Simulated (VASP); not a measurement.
# SiC (R3m) in VASP: notebook

SiC is run at these levels: LDA; tasks: single point.

All numbers are computed with VASP 6.6.1; they aren't measurements. Logs are shortened: lines on timing, memory, paths and dates and some standing lists are left out, and cuts for length are marked.

### 1 The cell of the first run

It takes space group R3m (No. 160, trigonal). Conventional cell: a = 2.893 Å, b = 2.893 Å, c = 8.504 Å, α = 90.00°, β = 90.00°, γ = 120.00°. Within 2.4 Å of Si (site symmetry 3m) lie 4 C at 1.81 to 2.13 Å. C (site symmetry 3m) has 4 Si at 1.81 to 2.13 Å within 2.4 Å.

### 2 Single point, LDA

Input file INCAR:

```
SYSTEM = SiC
ALGO = Normal ; EDIFF = 1E-7
ENCUT = 520 ; ISIF = 2
ISMEAR = 0 ; LASPH = .True.
LCHARG = .False. ; LREAL = .False.
LWAVE = .False. ; NBANDS = 11
NELM = 80 ; PREC = Accurate
SIGMA = 0.05
```

Input file KPOINTS:

```
k-points
0
Gamma
  12 12 12
  0 0 0
```

Input file POSCAR:

```
SiC
1.0
    0.2727749769      2.3185873037      2.3185873037
    2.3185873037      0.2727749769      2.3185873037
    2.3185873037      2.3185873037      0.2727749769
Si C
1 1
Direct
    0.0000000000      0.0000000000      0.0000000000
    0.7500000000      0.7500000000      0.7500000000
```

Potentials or basis: VASP PAW LDA potentials, release 64 (Si, C).

The run is started by

```bash
> cat potpaw_LDA.64/Si/POTCAR potpaw_LDA.64/C/POTCAR > POTCAR
> mpirun -np 1 vasp_std > vasp.out
```

OUTCAR:

```text
SYSTEM = SiC
   EDIFF = 1E-7
   ENCUT = 520
   ISIF = 2
   ISMEAR = 0
   LASPH = .True.
   LREAL = .False.
   NELM = 80
   PREC = Accurate

 ion  position               nearest neighbor table
   1  0.000  0.000  0.000-   2 1.81   2 1.81   2 1.81   2 2.13
   2  0.750  0.750  0.750-   1 1.81   1 1.81   1 1.81   1 2.13

  LATTYP: Found a trigonal (rhomboedric) cell.
 ALAT       =     3.2903039917
 COS(alpha) =     0.6134020619

  Lattice vectors:

 A1 = (   0.2727749769,   2.3185873037,   2.3185873037)
 A2 = (   2.3185873037,   0.2727749769,   2.3185873037)
 A3 = (   2.3185873037,   2.3185873037,   0.2727749769)

Analysis of symmetry for initial positions (statically):
=====================================================================
 Subroutine PRICEL returns:
 Original cell was already a primitive cell.

 Routine SETGRP: Setting up the symmetry group for a
 trigonal (rhombohedral) supercell.

 Subroutine GETGRP returns: Found  6 space group operations
 (whereof  6 operations were pure point group operations)
 out of a pool of 12 trial point group operations.

The static configuration has the point symmetry C_3v.

Analysis of symmetry for dynamics (positions and initial velocities):
=====================================================================
 Subroutine PRICEL returns:
 Original cell was already a primitive cell.

 Routine SETGRP: Setting up the symmetry group for a
 trigonal (rhombohedral) supercell.

 Subroutine GETGRP returns: Found  6 space group operations
 (whereof  6 operations were pure point group operations)
 out of a pool of 12 trial point group operations.

The dynamic configuration has the point symmetry C_3v.

 Subroutine INISYM returns: Found  6 space group operations
 (whereof  6 operations are pure point group operations),
 and found     1 'primitive' translations

----------------------------------------------------------------------------------------

                                     Primitive cell

  volume of cell :      20.5498

  direct lattice vectors                    reciprocal lattice vectors
     0.272774977  2.318587304  2.318587304    -0.257979567  0.230823823  0.230823823
     2.318587304  0.272774977  2.318587304     0.230823823 -0.257979567  0.230823823
     2.318587304  2.318587304  0.272774977     0.230823823  0.230823823 -0.257979567

  length of vectors
     3.290303992  3.290303992  3.290303992     0.416068181  0.416068181  0.416068181

  position of ions in fractional coordinates (direct lattice)
     0.000000000  0.000000000  0.000000000
     0.750000000  0.750000000  0.750000000

  ion indices of the primitive-cell ions
[... 80 lines left out ...]
   NFREE  =      0    steps in history (QN), initial steepest desc. (CG)
   ISIF   =      2    stress and relaxation
   ISYM   =      2    0-nonsym 1-usesym 2-fastsym
   POTIM  = 0.5000    time-step for ionic-motion
   TEBEG  =    0.0;   TEEND  =   0.0 temperature during run
   PSTRESS=    0.0 pullay stress
   NELECT =       8.0000    total number of electrons
   NUPDOWN=      -1.0000    fix difference up-down
   EMIN   =  10.00;   EMAX   =-10.00  energy-range for DOS
   EFERMI =   0.00;   METHOD = LEGACY
   ISMEAR =     0;   SIGMA  =   0.05  broadening in eV -4-tet -1-fermi 0-gaus
   EFERMI_NEDOS =   21; number of points for ismear=-14 and -15
   IALGO  =     38    algorithm
   IMIX   =      4    mixing-type and parameters
     AMIX     =   0.40;   BMIX     =  1.00
     AMIX_MAG =   1.60;   BMIX_MAG =  1.00
  volume/ion in A,a.u.               =      10.27        69.34
  Fermi-wavevector in a.u.,A,eV,Ry     =   1.195369  2.258920 19.441458  1.428907
  Thomas-Fermi vector in A             =   2.331336
   LORBIT       =      0    0 simple, 1 ext, 2 COOP (PROOUT), +10 PAW based schemes
   GGA     = CA    functional components
   LHFCALC =     F    Hartree Fock is set to
   AEXX    =    0.0000 exact exchange contribution
   IVDW    =     0    specifies the selected vdW correction
   LEPSILON=     F    determine dielectric tensor
   LRPA    =     F    only Hartree local field effects (RPA)
 non-spin polarized calculation
 Gauss-broadening in eV      SIGMA  =   0.05
  energy-cutoff  :      520.00
  volume of cell :       20.55
 maximum number of plane-waves:       574
   NGX = 13   NGY = 13   NGZ = 13

 number of electron       8.0000000 magnetization

 Free energy of the ion-electron system (eV)
  ---------------------------------------------------
  ext. energy  EPLUGINS =         0.00000000
  ---------------------------------------------------
  free energy    TOTEN  =       -15.92748271 eV

  energy without entropy =      -15.92748271  energy(sigma->0) =      -15.92748271

 E-fermi :   8.8269     XC(G=0): -11.5719

 val. band max:        8.6271098421   @ k =   0.0000   0.0000   0.0000
 cond. band min:       9.0199942071   @ k =   0.5000   0.5000  -0.0000
 fundamental gap:      0.3928843649
 Fermi energy:         8.8269149223

 k-point     1 :       0.0000    0.0000    0.0000
  band No.  band energies     occupation
      1      -7.3384      2.00000
      2       7.0886      2.00000
      3       8.6271      2.00000
      4       8.6271      2.00000
      5      10.4285      0.00000
      6      16.9214      0.00000
      7      16.9214      0.00000
      8      17.3207      0.00000
      9      22.9529      0.00000
     10      22.9529      0.00000
     11      24.1519      0.00000
[... 309 lines left out ...]
 k-point    24 :      -0.4167    0.1667   -0.0000
  band No.  band energies     occupation
      1      -2.8424      2.00000
      2       0.1435      2.00000
      3       4.9788      2.00000
      4       6.2897      2.00000
      5      12.2793      0.00000
      6      14.1893      0.00000
      7      16.6624      0.00000
      8      18.8839      0.00000
      9      22.9533      0.00000
     10      24.7894      0.00000
     11      26.1853      0.00000

 [... further k-points ...]
[... 5 lines left out ...]
  --------------------------------------------------------------------------------------
  -------------------------------------------------------------------------------------
  Total        0.8452286      0.8452286      0.8452286     -3.7480807     -3.7480807     -3.7480807
  in kB       65.8985929     65.8985929     65.8985929   -292.2206455   -292.2206455   -292.2206455
  external PRESSURE =      65.8985929 kB  Pullay stress =       0.0000000 kB

 VOLUME and BASIS-vectors are now :
 -----------------------------------------------------------------------------
  energy-cutoff  :      520.00
  volume of cell :       20.55
      direct lattice vectors                 reciprocal lattice vectors
     0.272774977  2.318587304  2.318587304    -0.257979567  0.230823823  0.230823823
     2.318587304  0.272774977  2.318587304     0.230823823 -0.257979567  0.230823823
     2.318587304  2.318587304  0.272774977     0.230823823  0.230823823 -0.257979567

 POSITION                                       TOTAL-FORCE (eV/Angst)
 -----------------------------------------------------------------------------------
      0.00000      0.00000      0.00000        -0.217591     -0.217591     -0.217591
      3.68246      3.68246      3.68246         0.217591      0.217591      0.217591
 -----------------------------------------------------------------------------------
    total drift:                               -0.000011     -0.000011     -0.000010

  FREE ENERGIE OF THE ION-ELECTRON SYSTEM (eV)
  ---------------------------------------------------
  free  energy   TOTEN  =       -15.9274827130 eV

  energy  without entropy=      -15.9274827130  energy(sigma->0) =      -15.92748271
```

OSZICAR:

```text
N       E                     dE             d eps       ncg     rms          rms(c)
DAV:   1     0.214346478411E+01    0.21435E+01   -0.39284E+03  4326   0.611E+02
DAV:   2    -0.176448672974E+02   -0.19788E+02   -0.18801E+02  5238   0.109E+02
DAV:   3    -0.182527594088E+02   -0.60789E+00   -0.60688E+00  5116   0.160E+01
DAV:   4    -0.182551980677E+02   -0.24387E-02   -0.24385E-02  4708   0.131E+00
DAV:   5    -0.182552102022E+02   -0.12135E-04   -0.12134E-04  5128   0.851E-02    0.959E+00
DAV:   6    -0.160441330310E+02    0.22111E+01   -0.81421E+00  4695   0.126E+01    0.410E+00
DAV:   7    -0.159520223841E+02    0.92111E-01   -0.46122E-01  5044   0.401E+00    0.193E+00
DAV:   8    -0.159280042023E+02    0.24018E-01   -0.46598E-02  4677   0.132E+00    0.229E-01
DAV:   9    -0.159275318504E+02    0.47235E-03   -0.50875E-03  5043   0.422E-01    0.116E-01
DAV:  10    -0.159274799064E+02    0.51944E-04   -0.31099E-04  4605   0.112E-01    0.446E-02
DAV:  11    -0.159274826518E+02   -0.27454E-05   -0.21471E-05  5052   0.329E-02    0.253E-02
DAV:  12    -0.159274828824E+02   -0.23065E-06   -0.19871E-06  4735   0.811E-03    0.512E-03
DAV:  13    -0.159274827140E+02    0.16845E-06   -0.42511E-07  4458   0.365E-03    0.123E-03
DAV:  14    -0.159274827130E+02    0.94633E-09   -0.15395E-08  2271   0.855E-04
   1 F= -.15927483E+02 E0= -.15927483E+02  d E =-.201622E-10
```

stdout:

```text
POSCAR found type information on POSCAR SiC
 POSCAR found :  2 types and       2 ions
 scaLAPACK will be used
 LDA part: xc-table for (Slater(with rela. corr.)+CA(PZ))
 , standard interpolation
 POSCAR, INCAR and KPOINTS ok, starting setup
 FFT: planning ... GRIDC
 FFT: planning ... GRID_SOFT
 FFT: planning ... GRID
 WAVECAR not read
 entering main loop
```

Wall time 52 s (1 thread of AMD EPYC 7R13, shared host); peak memory 0.12 GiB.

What came out:

```yaml
Free_energy: -15.9275 eV
Pressure: 6.6 GPa
Largest_force: 0.377 eV/Å
Band_gap_on_the_k_mesh: 0.39 eV, indirect (least direct gap 1.80 eV)
```

Forces on the atoms (eV/Å):
```
Si  -0.218 -0.218 -0.218
C    0.218  0.218  0.218
```

 A k mesh can miss the band edges.

### 3 Single point, LDA

This run uses another cell than the first one, of the same volume but with other edges.

Input file INCAR:

```
ALGO = Normal ; EDIFF = 1E-7
ENCUT = 520 ; ISIF = 2
ISMEAR = 0 ; LASPH = T
LCHARG = F ; LREAL = F
LWAVE = F ; NBANDS = 11
NELM = 80 ; PREC = Accurate
SIGMA = 0.05
```

Input file KPOINTS:

```
k-points
0
Gamma
  12 12 12
```

Input file POSCAR:

```
SiC
1.0
    0.8500608473      2.6716198057      2.6716198057
    2.6716198057      0.8500608473      2.6716198057
    2.6716198057      2.6716198057      0.8500608473
Si C
1 1
Direct
    0.0000000000      0.0000000000      0.0000000000
    0.7500000000      0.7500000000      0.7500000000
```

Potentials or basis: VASP PAW LDA potentials, release 64 (Si, C).

The run is started by

```bash
> cat potpaw_LDA.64/Si/POTCAR potpaw_LDA.64/C/POTCAR > POTCAR
> mpirun -np 1 vasp_std > vasp.out
```

Wall time 1.7 min (1 thread of AMD EPYC 7R13, shared host); peak memory 0.14 GiB.

It converged, with:

- Free energy: -12.4031 eV
- Pressure: 50.5 GPa
- Largest force: 1.347 eV/Å
- Band gap on the k mesh: zero (band 4 reaches 9.93 eV, above the bottom of band 5 at 7.18 eV)

Forces on the atoms (eV/Å):
```
Si  -0.778 -0.778 -0.778
C    0.778  0.778  0.778
```

Stress tensor (GPa, compression positive):
```
 50.50 -39.89 -39.89
-39.89  50.50 -39.89
-39.89 -39.89  50.50
```

Levels at points of the mesh, in eV from the Fermi level:
```csv
k point,band 2,band 3,band 4,band 5,band 6,band 7
"(0.00, 0.00, 0.00)",-5.10,-3.33,1.43,1.43,11.89,11.89
"(0.50, 0.00, 0.00)",-9.24,-2.09,-0.98,0.41,3.50,8.14
"(0.50, 0.50, 0.00)",-8.92,-3.67,-1.18,-0.62,5.54,7.76
"(0.50, 0.50, 0.50)",-9.40,1.38,1.38,3.88,11.04,11.75
```

Caveat: forces of over 1 eV/Å act on the atoms, so gaps and moduli don't describe the material at rest.

### 4 Single point, LDA

This run uses another cell than the first one, of the same volume but with other edges.

Input file INCAR:

```
PREC = Accurate
ENCUT = 520
EDIFF = 1E-6
ISMEAR = 0
SIGMA = 0.05
LREAL = False
LASPH = True
NELM = 100
ALGO = Normal
ISIF = 2
LWAVE = False
LCHARG = False
NBANDS = 11
```

Input file KPOINTS:

```
regular mesh
0
Gamma
  12 12 12
```

Input file POSCAR:

```
SiC
1.0
   -0.1039374373      2.1232933617      2.1232933617
    2.1232933617     -0.1039374373      2.1232933617
    2.1232933617      2.1232933617     -0.1039374373
Si C
1 1
Direct
    0.0000000000      0.0000000000      0.0000000000
    0.7500000000      0.7500000000      0.7500000000
```

The run is started by

```bash
> cat potpaw_LDA.64/Si/POTCAR potpaw_LDA.64/C/POTCAR > POTCAR
> mpirun -np 1 vasp_std > vasp.out
```

It took 46 s on 1 thread of AMD EPYC 7R13, shared host; peak memory 0.12 GiB.

It converged, with:

```
Free energy            : -16.5128 eV
Pressure               : -0.8 GPa
Largest force          : 0.965 eV/Å
Band gap on the k mesh : 0.99 eV, indirect (least direct gap 3.98 eV)
```

Forces on the atoms (eV/Å):
```
Si   0.557  0.557  0.557
C   -0.557 -0.557 -0.557
```

Stress tensor (GPa, compression positive):
```
-0.85 14.04 14.04
14.04 -0.85 14.04
14.04 14.04 -0.85
```

Levels at points of the mesh, in eV from the valence-band top:
| k point | band 1 | band 2 | band 3 | band 4 | band 5 | band 6 | band 7 | band 8 | band 9 |
| --- | --- | --- | --- | --- | --- | --- | --- | --- | --- |
| (0.00, 0.00, 0.00) | -15.59 | -0.34 | -0.34 | 0.00 | 5.51 | 6.50 | 6.50 | 8.89 | 14.34 |
| (0.50, 0.00, 0.00) | -12.14 | -8.85 | -1.14 | -1.09 | 5.47 | 6.65 | 7.75 | 9.93 | 15.55 |
| (0.50, 0.50, 0.00) | -10.47 | -8.03 | -3.80 | -2.99 | 0.99 | 4.14 | 13.15 | 13.64 | 14.84 |
| (0.50, 0.50, 0.50) | -11.37 | -8.64 | -1.68 | -1.68 | 4.23 | 6.35 | 6.35 | 9.35 | 15.93 |

 A k mesh can miss the band edges.

### 5 Single point, LDA

This run uses another cell than the first one, of the same volume but with other edges.

Input file INCAR:

```
PREC = Accurate
ENCUT = 520
EDIFF = 1E-7
ISMEAR = 0
SIGMA = 0.05
LREAL = F
LASPH = T
NELM = 80
ALGO = Normal
ISIF = 2
LWAVE = F
LCHARG = T
GGA = CA
LELF = T
LVHAR = T
NBANDS = 11
```

KPOINTS is that of step 4.

Input file POSCAR:

```
SiC
1.0
    0.1130100367      2.2319482243      2.2319482243
    2.2319482243      0.1130100367      2.2319482243
    2.2319482243      2.2319482243      0.1130100367
Si C
1 1
Direct
    0.0000000000      0.0000000000      0.0000000000
    0.7500000000      0.7500000000      0.7500000000
```

The run is started by

```bash
> cat potpaw_LDA.64/Si/POTCAR potpaw_LDA.64/C/POTCAR > POTCAR
> mpirun -np 1 vasp_std > vasp.out
```

It took 67 s on 1 thread of AMD EPYC 7R13, shared host; peak memory 0.12 GiB.

It converged, with:

* Free energy: -16.5073 eV
* Pressure: -0.8 GPa
* Largest force: 0.446 eV/Å
* Band gap on the k mesh: 1.03 eV, indirect (least direct gap 4.01 eV)

Forces in eV/Å, atoms in the order of the input:
```
Si  -0.257 -0.257 -0.257
C    0.257  0.257  0.257
```

Stress tensor (GPa, compression positive):
```
 -0.80 -13.28 -13.28
-13.28  -0.80 -13.28
-13.28 -13.28  -0.80
```

Levels at points of the mesh, in eV from the valence-band top:
```tsv
k point	band 1	band 2	band 3	band 4	band 5	band 6	band 7	band 8	band 9
(0.00, 0.00, 0.00)	-15.56	-0.54	0.00	0.00	4.66	7.55	7.69	7.69	14.39
(0.50, 0.00, 0.00)	-11.71	-8.72	-1.41	-1.30	4.74	6.38	7.36	9.70	15.20
(0.50, 0.50, 0.00)	-10.44	-7.99	-3.72	-2.98	1.03	4.19	13.15	13.56	15.03
(0.50, 0.50, 0.50)	-12.52	-8.86	-0.79	-0.79	6.42	7.64	7.64	10.04	15.65
```

 A k mesh can miss the band edges.

### 6 Single point, LDA

This run uses another cell than the first one, of the same volume but with other edges.

Input file INCAR:

```
SYSTEM = SiC
PREC = Accurate
ENCUT = 910
EDIFF = 1E-6
ISMEAR = 0
SIGMA = 0.05
LREAL = .FALSE.
LASPH = .TRUE.
NELM = 120
ALGO = Normal
ISIF = 2
LWAVE = .FALSE.
LCHARG = .FALSE.
NBANDS = 11
GGA_COMPAT = .FALSE.
```

Input file KPOINTS:

```
regular mesh
0
G
  12 12 12
  0 0 0
```

Input file POSCAR:

```
SiC
1.0
    0.5299225898      2.4686637718      2.4686637718
    2.4686637718      0.5299225898      2.4686637718
    2.4686637718      2.4686637718      0.5299225898
Si C
1 1
Direct
    0.0000000000      0.0000000000      0.0000000000
    0.7500000000      0.7500000000      0.7500000000
```

Potentials or basis: VASP PAW LDA potentials, release 64 (Si, C_h).

The run is started by

```bash
> cat potpaw_LDA.64/Si/POTCAR potpaw_LDA.64/C_h/POTCAR > POTCAR
> mpirun -np 1 vasp_std > vasp.out
```

Run time: 66 s. Hardware: 1 thread of Intel Xeon Platinum 8488C (Sapphire Rapids), shared host; peak memory 0.23 GiB.

It converged, with:

| Property | Result |
| --- | --- |
| Free energy | -14.3692 eV |
| Pressure | 26.3 GPa |
| Largest force | 0.006 eV/Å |
| Band gap on the k mesh | zero (band 4 reaches 9.52 eV, above the bottom of band 5 at 8.68 eV) |

Forces in eV/Å, atoms in the order of the input:
```
Si   0.004  0.004  0.004
C   -0.004 -0.004 -0.004
```

Stress tensor (GPa, compression positive):
```
 26.28 -42.14 -42.14
-42.14  26.28 -42.14
-42.14 -42.14  26.28
```

Levels at points of the mesh, in eV from the Fermi level:
```tsv
k point	band 2	band 3	band 4	band 5	band 6	band 7
(0.00, 0.00, 0.00)	-3.06	-1.62	0.39	0.39	9.67	9.67
(0.50, 0.00, 0.00)	-9.22	-2.32	-1.61	1.48	4.64	8.47
(0.50, 0.50, 0.00)	-8.65	-4.47	-2.17	-0.37	5.15	8.93
(0.50, 0.50, 0.50)	-9.56	0.19	0.19	6.94	9.57	9.57
```

Caveat: the cutoff is under 1.25 times the usual one of these potentials, so pressure, stress and relaxed cells hold a basis-set (Pulay) error.

### 7 Summary

```csv
potentials or basis,cell,cutoff (eV),second run,gap on the mesh (eV),pressure (GPa),largest force (eV/Å)
"VASP PAW LDA potentials, release 64 (Si, C)","a = 3.290 Å, angles 52.2°, 2 atoms",520,-,0.39,6.6,0.38
"VASP PAW LDA potentials, release 64 (Si, C)","a = 3.873 Å, angles 38.9°, 2 atoms",520,-,none,50.5,1.35
"VASP PAW LDA potentials, release 64 (Si, C)","a = 3.005 Å, angles 63.2°, 2 atoms",520,-,0.99,-0.8,0.97
"VASP PAW LDA potentials, release 64 (Si, C)","a = 3.158 Å, angles 56.6°, 2 atoms",520,-,1.03,-0.8,0.45
"VASP PAW LDA potentials, release 64 (Si, C_h)","a = 3.531 Å, angles 45.7°, 2 atoms",910,hard_potentials,none,26.3,0.01
```

Alike in all rows: task single point; level LDA; no spin polarisation; k mesh 12 × 12 × 12; smearing gaussian 0.05 eV.

Caveats: forces of over 1 eV/Å act on the atoms, so gaps and moduli don't describe the material at rest (some runs); the cutoff is under 1.25 times the usual one of these potentials, so pressure, stress and relaxed cells hold a basis-set (Pulay) error (some runs).

Absolute energies hang on the potentials; compare differences alone.
